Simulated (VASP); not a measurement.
Crystal: LuBe.

```
Lu Be
1.0
     3.32037    0.00000    0.00000
     0.00000    3.32037    0.00000
     0.00000    0.00000    3.32037
Lu Be
1 1
Direct
  0.00000 0.00000 0.00000
  0.50000 0.50000 0.50000
```

| Property | Result |
| --- | --- |
| Program | VASP 6.6.1 |
| Task | relaxation of cell and atoms |
| Functional | LDA |
| Potentials or basis | VASP PAW PBE potentials, release 64 (Lu, Be) |
| Cutoff | 600 eV |
| k mesh | 8 × 8 × 8 |
| Occupations | fermi-dirac, width 0.05 eV |
| Spin | no spin polarisation |

At the start: pressure -5.0 GPa; volume 18.30 Å³/atom.

Question: Where does the relaxation end?

Answer: Over 3 steps the energy falls by 20.9 meV/atom and the volume is 17.03 Å³/atom (-7.0 %); space group Pm-3m (No. 221, to 0.05 Å).

The path:
```
step  energy change (eV)  largest force (eV/Å)  pressure (GPa)  volume (Å³)
   1              0.0000                0.0000           -4.98        36.61
   2             -0.0411                0.0000            0.94        33.68
   3             -0.0419                0.0000           -0.09        34.06
```

Final structure:
```cif
data_structure
_symmetry_space_group_name_H-M 'P 1'
_symmetry_Int_Tables_number 1
_cell_length_a 3.2414
_cell_length_b 3.2414
_cell_length_c 3.2414
_cell_angle_alpha 90.000
_cell_angle_beta 90.000
_cell_angle_gamma 90.000
_cell_volume 34.06
loop_
_atom_site_label
_atom_site_type_symbol
_atom_site_fract_x
_atom_site_fract_y
_atom_site_fract_z
_atom_site_occupancy
Lu1 Lu 0.00000 0.00000 0.00000 1
Be1 Be 0.50000 0.50000 0.50000 1
```

Caveat: the PAW data sets were made with another functional, which shifts forces and pressure a little.
